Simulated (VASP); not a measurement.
Write the native input for VASP 6.6.1 that does the following.

```
Task                               : single point
Functional                         : B3LYP
Potentials or basis                : VASP PAW PBE potentials, release 64 (Bi_d)
Cutoff                             : 520 eV
k mesh                             : 3 × 3 × 5
Occupations                        : fermi-dirac, width 0.05 eV
Spin                               : no spin polarisation
Dipole correction                  : no
Grid for exact exchange (PRECFOCK) : Normal
Further INCAR settings             : ALGO = Normal; EDIFF = 1e-07; NBANDS = 22
Share of exact exchange            : 0.2
```

The system is Bi.

```xyz
2
Lattice="3.4886 -3.1326 0.0000 3.4886 3.1326 0.0000 -1.2602 0.0000 3.1136" Properties=species:S:1:pos:R:3 pbc="T T T"
Bi    4.1738    0.0000    2.6695
Bi    1.5432    0.0000    0.4440
```

One way to write it, as run:

POSCAR

```
Bi
1.0
    3.4885980000     -3.1325780000      0.0000000000
    3.4885980000      3.1325780000      0.0000000000
   -1.2602350000      0.0000000000      3.1135500000
Bi
2
Direct
    0.7530610000      0.7530610000      0.8573820000
    0.2469390000      0.2469390000      0.1426180000
```

INCAR.step1

```
SYSTEM = Bi
PREC = Accurate ; ENCUT = 520
EDIFF = 1E-5 ; ISMEAR = -1
SIGMA = 0.05 ; LREAL = .FALSE.
LASPH = .TRUE. ; NELM = 60
ALGO = Normal ; ISIF = 2
LWAVE = .TRUE. ; LCHARG = .FALSE.
NBANDS = 22 ; GGA = PE
```

INCAR.step2

```
SYSTEM = Bi
PREC = Accurate ; ENCUT = 520
EDIFF = 1E-7 ; ISMEAR = -1
SIGMA = 0.05 ; LREAL = .FALSE.
LASPH = .TRUE. ; NELM = 60
ALGO = Normal ; ISIF = 2
LWAVE = .FALSE. ; LCHARG = .FALSE.
GGA = B3 ; LHFCALC = .TRUE.
AEXX = 0.2 ; AGGAX = 0.72
AGGAC = 0.81 ; ALDAC = 0.19
PRECFOCK = Normal ; NBANDS = 22
ISTART = 1
```

KPOINTS

```
Automatic mesh
0
G
  3 3 5
  0 0 0
```

Potentials or basis: VASP PAW PBE potentials, release 64 (Bi_d).

Command:

```bash
$ cat potpaw_PBE.64/Bi_d/POTCAR > POTCAR
$ cp INCAR.step1 INCAR
$ mpirun -np 1 vasp_std > vasp.out
$ cp INCAR.step2 INCAR
$ mpirun -np 1 vasp_std > vasp.out
```

Results of the run:

| Property | Result |
| --- | --- |
| Pressure | 1.4 GPa |
| Largest force | 0.403 eV/Å |
| Band gap on the k mesh | zero (bands 15 and 16 overlap by 5.09 eV) |

Caveat: the k points lie up to 0.47 Å⁻¹ apart, too coarse for converged energies and pressures of a metal; the PAW data sets were made with another functional, which shifts forces and pressure a little; spin-orbit coupling is left out, which moves the levels of the heavy elements.

Run time: 76 min on 1 thread of Intel Xeon 8259CL (shared host), peak memory 0.21 GiB.
